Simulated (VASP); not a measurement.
# CuO (Cc) in VASP: further runs

CuO is run at these levels: PBE+U; tasks: single point.

All numbers are computed with VASP 6.6.1; they aren't measurements. Logs are shortened: lines on timing, memory, paths and dates and some standing lists are left out, and cuts for length are marked.

## 1. The cell of the first run

The structure is monoclinic, space group Cc (No. 9). The conventional cell has a = 4.689 Å, b = 3.427 Å, c = 5.132 Å, α = 90.00°, β = 99.65°, γ = 90.00°. Within 2.5 Å of Cu (site symmetry 1) lie 4 O at 1.91 to 2.02 Å. O (site symmetry 1) has 4 Cu at 1.91 to 2.02 Å within 2.5 Å.

## 2. Single point, PBE+U

INCAR

```
PREC = Accurate
ENCUT = 520
EDIFF = 1E-6
ISMEAR = -1
SIGMA = 0.05
LREAL = F
LASPH = T
NELM = 150
ALGO = Normal
ISIF = 2
LWAVE = F
LCHARG = F
LMAXMIX = 4
LDAU = T
LDAUTYPE = 2
LDAUL = 2 -1
LDAUU = 2 0
LDAUJ = 0 0
LDAUPRINT = 1
GGA = PE
NBANDS = 25
```

KPOINTS

```
regular mesh
0
Gamma
  10 10 5
```

POSCAR

```
CuO
1.0
    2.3446497600     -1.7133998200      0.0000000000
    2.3446497600      1.7133998200      0.0000000000
   -0.8605499100      0.0000000000      5.0594394800
Cu O
2 2
Direct
    0.0032000000      0.4968000000      0.0000000000
    0.4968000000      0.0032000000      0.5000000000
    0.5714000000      0.4056000000      0.2537000000
    0.4056000000      0.5714000000      0.7537000000
```

Potentials or basis: VASP PAW PBE potentials, release 64 (Cu, O).

Launch:

```sh
cat potpaw_PBE.64/Cu/POTCAR potpaw_PBE.64/O/POTCAR > POTCAR
mpirun -np 1 vasp_std > vasp.out
```

OUTCAR:

```text
PREC = Accurate
   ENCUT = 520
   EDIFF = 1E-6
   ISMEAR = -1
   LREAL = F
   LASPH = T
   NELM = 150
   ISIF = 2
   GGA = PE

 ion  position               nearest neighbor table
   1  0.003  0.497  0.000-   4 1.91   3 1.93   4 1.98   3 2.02
   2  0.497  0.003  0.500-   3 1.91   4 1.93   3 1.98   4 2.02
   3  0.571  0.406  0.254-   2 1.91   1 1.93   2 1.98   1 2.02
   4  0.406  0.571  0.754-   1 1.91   2 1.93   1 1.98   2 2.02

  LATTYP: Found a base centered monoclinic cell.
 ALAT       =     4.6892995200
 B/A-ratio  =     0.7307700490
 C/A-ratio  =     1.0944283419
 COS(beta)  =    -0.1676798045

  Lattice vectors:

 A1 = (   2.3446497600,  -1.7133998200,   0.0000000000)
 A2 = (   2.3446497600,   1.7133998200,   0.0000000000)
 A3 = (  -0.8605499100,   0.0000000000,   5.0594394800)

Analysis of symmetry for initial positions (statically):
=====================================================================
 Subroutine PRICEL returns:
 Original cell was already a primitive cell.

 Routine SETGRP: Setting up the symmetry group for a
 base centered monoclinic supercell.

 Subroutine GETGRP returns: Found  2 space group operations
 (whereof  1 operations were pure point group operations)
 out of a pool of  4 trial point group operations.

The static configuration has the point symmetry C_1 .
 The point group associated with its full space group is C_1h.

Analysis of symmetry for dynamics (positions and initial velocities):
=====================================================================
 Subroutine PRICEL returns:
 Original cell was already a primitive cell.

 Routine SETGRP: Setting up the symmetry group for a
 base centered monoclinic supercell.

 Subroutine GETGRP returns: Found  2 space group operations
 (whereof  1 operations were pure point group operations)
 out of a pool of  4 trial point group operations.

The dynamic configuration has the point symmetry C_1 .
 The point group associated with its full space group is C_1h.

 Subroutine INISYM returns: Found  2 space group operations
 (whereof  1 operations are pure point group operations),
 and found     1 'primitive' translations

----------------------------------------------------------------------------------------

                                     Primitive cell

  volume of cell :      40.6508

  direct lattice vectors                    reciprocal lattice vectors
     2.344649760 -1.713399820  0.000000000     0.213251467 -0.291817470  0.036271514
     2.344649760  1.713399820  0.000000000     0.213251467  0.291817470  0.036271514
    -0.860549910  0.000000000  5.059439480     0.000000000  0.000000000  0.197650353

  length of vectors
     2.903983719  2.903983719  5.132102298     0.363248188  0.363248188  0.197650353

  position of ions in fractional coordinates (direct lattice)
     0.003200000  0.496800000  0.000000000
     0.496800000  0.003200000  0.500000000
     0.571400000  0.405600000  0.253700000
     0.405600000  0.571400000  0.753700000

  ion indices of the primitive-cell ions
   primitive index   ion index
                 1           1
                 2           2
                 3           3
                 4           4

----------------------------------------------------------------------------------------
[... 101 lines left out ...]
   AEXX    =    0.0000 exact exchange contribution
   IVDW    =     0    specifies the selected vdW correction
   LEPSILON=     F    determine dielectric tensor
   LRPA    =     F    only Hartree local field effects (RPA)
 non-spin polarized calculation
  energy-cutoff  :      520.00
  volume of cell :       40.65
 maximum number of plane-waves:      1129
 NGX is ok and might be reduce to    24
   NGX = 11   NGY = 11   NGZ = 19

atom =   1  type =  1  l = 2

 onsite density matrix

spin component  1

  0.9455 -0.0129  0.0118  0.0067 -0.0019
 -0.0129  0.8991  0.0012  0.0818 -0.0259
  0.0118  0.0012  0.9644 -0.0021 -0.0011
  0.0067  0.0818 -0.0021  0.8508  0.0341
 -0.0019 -0.0259 -0.0011  0.0341  0.9490

spin component  2

  0.9455 -0.0129  0.0118  0.0067 -0.0019
 -0.0129  0.8991  0.0012  0.0818 -0.0259
  0.0118  0.0012  0.9644 -0.0021 -0.0011
  0.0067  0.0818 -0.0021  0.8508  0.0341
 -0.0019 -0.0259 -0.0011  0.0341  0.9490

 occupancies and eigenvectors

  o =  0.7778  v =  0.0792  0.5815 -0.0161 -0.7724  0.2422  0.0000  0.0000  0.0000  0.0000  0.0000      0.0000  0.0000  0.0000  0.0000  0.0000  0.0000  0.0000  0.0000  0.0000  0.0000
  o =  0.7778  v =  0.0000  0.0000  0.0000  0.0000  0.0000  0.0792  0.5815 -0.0161 -0.7724  0.2422      0.0000  0.0000  0.0000  0.0000  0.0000  0.0000  0.0000  0.0000  0.0000  0.0000
  o =  0.9391  v =  0.8711  0.1715 -0.4041  0.1947 -0.1025  0.0000  0.0000  0.0000  0.0000  0.0000      0.0000  0.0000  0.0000  0.0000  0.0000  0.0000  0.0000  0.0000  0.0000  0.0000
  o =  0.9391  v =  0.0000  0.0000  0.0000  0.0000  0.0000  0.8711  0.1715 -0.4041  0.1947 -0.1025      0.0000  0.0000  0.0000  0.0000  0.0000  0.0000  0.0000  0.0000  0.0000  0.0000
  o =  0.9592  v =  0.0348  0.2899  0.2203  0.4692  0.8037  0.0000  0.0000  0.0000  0.0000  0.0000      0.0000  0.0000  0.0000  0.0000  0.0000  0.0000  0.0000  0.0000  0.0000  0.0000
  o =  0.9592  v =  0.0000  0.0000  0.0000  0.0000  0.0000  0.0348  0.2899  0.2203  0.4692  0.8037      0.0000  0.0000  0.0000  0.0000  0.0000  0.0000  0.0000  0.0000  0.0000  0.0000
  o =  0.9615  v =  0.0000  0.0000  0.0000  0.0000  0.0000 -0.1368  0.7018  0.3021  0.3419 -0.5297      0.0000  0.0000  0.0000  0.0000  0.0000  0.0000  0.0000  0.0000  0.0000  0.0000
  o =  0.9615  v = -0.1368  0.7018  0.3021  0.3419 -0.5297  0.0000  0.0000  0.0000  0.0000  0.0000      0.0000  0.0000  0.0000  0.0000  0.0000  0.0000  0.0000  0.0000  0.0000  0.0000
  o =  0.9712  v =  0.0000  0.0000  0.0000  0.0000  0.0000  0.4637 -0.2363  0.8346 -0.1682 -0.0654      0.0000  0.0000  0.0000  0.0000  0.0000  0.0000  0.0000  0.0000  0.0000  0.0000
  o =  0.9712  v =  0.4637 -0.2363  0.8346 -0.1682 -0.0654  0.0000  0.0000  0.0000  0.0000  0.0000      0.0000  0.0000  0.0000  0.0000  0.0000  0.0000  0.0000  0.0000  0.0000  0.0000

atom =   2  type =  1  l = 2

 onsite density matrix

spin component  1

  0.9455 -0.0129 -0.0118 -0.0067  0.0019
 -0.0129  0.8991 -0.0012 -0.0818  0.0259
 -0.0118 -0.0012  0.9644 -0.0021 -0.0011
 -0.0067 -0.0818 -0.0021  0.8508  0.0341
  0.0019  0.0259 -0.0011  0.0341  0.9490

spin component  2

  0.9455 -0.0129 -0.0118 -0.0067  0.0019
 -0.0129  0.8991 -0.0012 -0.0818  0.0259
 -0.0118 -0.0012  0.9644 -0.0021 -0.0011
 -0.0067 -0.0818 -0.0021  0.8508  0.0341
  0.0019  0.0259 -0.0011  0.0341  0.9490

 occupancies and eigenvectors

  o =  0.7778  v = -0.0792 -0.5815 -0.0161 -0.7724  0.2422  0.0000  0.0000  0.0000  0.0000  0.0000      0.0000  0.0000  0.0000  0.0000  0.0000  0.0000  0.0000  0.0000  0.0000  0.0000
  o =  0.7778  v =  0.0000  0.0000  0.0000  0.0000  0.0000 -0.0792 -0.5815 -0.0161 -0.7724  0.2422      0.0000  0.0000  0.0000  0.0000  0.0000  0.0000  0.0000  0.0000  0.0000  0.0000
  o =  0.9391  v = -0.8711 -0.1715 -0.4041  0.1947 -0.1025  0.0000  0.0000  0.0000  0.0000  0.0000      0.0000  0.0000  0.0000  0.0000  0.0000  0.0000  0.0000  0.0000  0.0000  0.0000
  o =  0.9391  v =  0.0000  0.0000  0.0000  0.0000  0.0000 -0.8711 -0.1715 -0.4041  0.1947 -0.1025      0.0000  0.0000  0.0000  0.0000  0.0000  0.0000  0.0000  0.0000  0.0000  0.0000
  o =  0.9592  v = -0.0348 -0.2899  0.2203  0.4692  0.8037  0.0000  0.0000  0.0000  0.0000  0.0000      0.0000  0.0000  0.0000  0.0000  0.0000  0.0000  0.0000  0.0000  0.0000  0.0000
  o =  0.9592  v =  0.0000  0.0000  0.0000  0.0000  0.0000 -0.0348 -0.2899  0.2203  0.4692  0.8037      0.0000  0.0000  0.0000  0.0000  0.0000  0.0000  0.0000  0.0000  0.0000  0.0000
  o =  0.9615  v =  0.0000  0.0000  0.0000  0.0000  0.0000  0.1368 -0.7018  0.3021  0.3419 -0.5297      0.0000  0.0000  0.0000  0.0000  0.0000  0.0000  0.0000  0.0000  0.0000  0.0000
  o =  0.9615  v =  0.1368 -0.7018  0.3021  0.3419 -0.5297  0.0000  0.0000  0.0000  0.0000  0.0000      0.0000  0.0000  0.0000  0.0000  0.0000  0.0000  0.0000  0.0000  0.0000  0.0000
  o =  0.9712  v =  0.0000  0.0000  0.0000  0.0000  0.0000 -0.4637  0.2363  0.8346 -0.1682 -0.0654      0.0000  0.0000  0.0000  0.0000  0.0000  0.0000  0.0000  0.0000  0.0000  0.0000
  o =  0.9712  v = -0.4637  0.2363  0.8346 -0.1682 -0.0654  0.0000  0.0000  0.0000  0.0000  0.0000      0.0000  0.0000  0.0000  0.0000  0.0000  0.0000  0.0000  0.0000  0.0000  0.0000

 number of electron      33.9999999 magnetization

 Free energy of the ion-electron system (eV)
  ---------------------------------------------------
  ext. energy  EPLUGINS =         0.00000000
  ---------------------------------------------------
  free energy    TOTEN  =       -18.10545593 eV

  energy without entropy =      -18.08704570  energy(sigma->0) =      -18.09625082

 E-fermi :   5.4839     XC(G=0): -11.8707

 val. band max:        5.4750619392   @ k =   0.4000   0.2000   0.4000
 cond. band min:       5.4849688846   @ k =   0.5000   0.0000  -0.0000
 fundamental gap:      0.0099069454
 Fermi energy:         5.4838991831

 k-point     1 :       0.0000    0.0000    0.0000
  band No.  band energies     occupation
      1     -14.2863      2.00000
      2     -12.9720      2.00000
      3      -2.5692      2.00000
      4      -0.0672      2.00000
      5       0.2657      2.00000
      6       1.8054      2.00000
[... 661 lines left out ...]
     24      19.0173      0.00000
     25      20.0561      0.00000

 [... further k-points ...]

------------------------ aborting loop because EDIFF is reached ----------------------------------------

  FORCE on cell =-STRESS in cart. coord.  units (eV):
  Direction    XX          YY          ZZ          XY          YZ          ZX
  --------------------------------------------------------------------------------------
  -------------------------------------------------------------------------------------
  Total        1.2422045      1.3915770      1.0654836      0.0000000      0.0000000     -0.3965334
  in kB       48.9592325     54.8464769     41.9940966      0.0000000      0.0000000    -15.6286431
  external PRESSURE =      48.5999353 kB  Pullay stress =       0.0000000 kB

 VOLUME and BASIS-vectors are now :
 -----------------------------------------------------------------------------
  energy-cutoff  :      520.00
  volume of cell :       40.65
      direct lattice vectors                 reciprocal lattice vectors
     2.344649760 -1.713399820  0.000000000     0.213251467 -0.291817470  0.036271514
     2.344649760  1.713399820  0.000000000     0.213251467  0.291817470  0.036271514
    -0.860549910  0.000000000  5.059439480     0.000000000  0.000000000  0.197650353

 POSITION                                       TOTAL-FORCE (eV/Angst)
 -----------------------------------------------------------------------------------
      1.17232      0.84573      0.00000        -0.629397      0.346770      0.247810
      0.74205     -0.84573      2.52972        -0.629397     -0.346770      0.247810
      2.07240     -0.28408      1.28358         0.629397      0.244242     -0.247810
      1.64213      0.28408      3.81330         0.629397     -0.244242     -0.247810
 -----------------------------------------------------------------------------------
    total drift:                               -0.000065      0.000000     -0.000672

  FREE ENERGIE OF THE ION-ELECTRON SYSTEM (eV)
  ---------------------------------------------------
  free  energy   TOTEN  =       -18.1054559332 eV

  energy  without entropy=      -18.0870456975  energy(sigma->0) =      -18.09625082
```

Wall time 2.1 min (1 thread of Intel Xeon 6975P-C (Granite Rapids), shared host); peak memory 0.24 GiB.

What came out:

* Free energy: -18.1055 eV
* Pressure: 4.9 GPa
* Largest force: 0.760 eV/Å
* Band gap on the k mesh: zero (bands 17 and 18 overlap by 0.62 eV)

Forces on the atoms (eV/Å):
```
Cu  -0.629  0.347  0.248
Cu  -0.629 -0.347  0.248
O    0.629  0.244 -0.248
O    0.629 -0.244 -0.248
```

Eigenvalues of the final occupation matrices:
```csv
site,spin,trace,eigenvalues
site 1 d,1,4.61,0.78 0.94 0.96 0.96 0.97
site 1 d,2,4.61,0.78 0.94 0.96 0.96 0.97
site 2 d,1,4.61,0.78 0.94 0.96 0.96 0.97
site 2 d,2,4.61,0.78 0.94 0.96 0.96 0.97
```

Caveat: the cell stands under pressure; U without spin polarisation on a metal has little footing.

(Continued in part 2 of 2.)
